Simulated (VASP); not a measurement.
Ni: single point with PBE

Ni:

```xyz
1
Lattice="0.0000 1.7593 1.7593 1.7593 0.0000 1.7593 1.7593 1.7593 0.0000" Properties=species:S:1:pos:R:3 pbc="T T T"
Ni    0.0000    0.0000    0.0000
```

| Item | Value |
| --- | --- |
| Program | VASP 6.6.1 |
| Task | single point |
| Functional | PBE |
| Potentials or basis | VASP PAW PBE potentials, release 64 (Ni) |
| Cutoff | 520 eV |
| k mesh | 22 × 22 × 22 |
| Occupations | gaussian, width 0.05 eV |
| Spin | collinear spin, ferromagnetic start |
| Starting moments | [0.76] μB |
| Dipole correction | no |
| Further INCAR settings | ALGO = Normal; EDIFF = 1e-06; NBANDS = 15 |

- Pressure: 0.0 GPa
- Net moment: 0.64 μB per cell
- Site moments: Ni +0.66 μB
- Valence electrons inside the program's atomic spheres: Ni 9.31

Levels at points of the mesh, in eV from the Fermi level:
Spin up:
| k point | band 1 | band 2 | band 3 | band 4 | band 5 | band 6 | band 7 | band 8 | band 9 | band 10 |
| --- | --- | --- | --- | --- | --- | --- | --- | --- | --- | --- |
| (0.00, 0.00, 0.00) | -9.02 | -2.46 | -2.46 | -2.46 | -1.28 | -1.28 | 23.70 | 27.56 | 27.56 | 27.56 |
| (0.50, 0.00, 0.00) | -4.85 | -2.44 | -2.44 | -0.63 | -0.63 | -0.30 | 5.63 | 22.20 | 24.64 | 24.64 |
| (0.50, 0.50, 0.00) | -4.66 | -4.22 | -0.57 | -0.50 | -0.50 | 2.43 | 9.19 | 14.80 | 14.80 | 19.70 |
Spin down:
```csv
k point,band 1,band 2,band 3,band 4,band 5,band 6,band 7,band 8,band 9,band 10
"(0.00, 0.00, 0.00)",-9.05,-1.68,-1.68,-1.68,-0.68,-0.68,23.54,27.54,27.54,27.54
"(0.50, 0.00, 0.00)",-4.41,-1.80,-1.80,-0.36,0.15,0.15,6.07,22.05,24.73,24.73
"(0.50, 0.50, 0.00)",-4.31,-3.58,0.05,0.38,0.38,2.40,9.44,14.81,14.81,19.87
```

Wall time 44 s on 1 thread of Intel(R) Xeon(R) 6975P-C (Granite Rapids), on a shared host, peak memory 0.19 GiB.
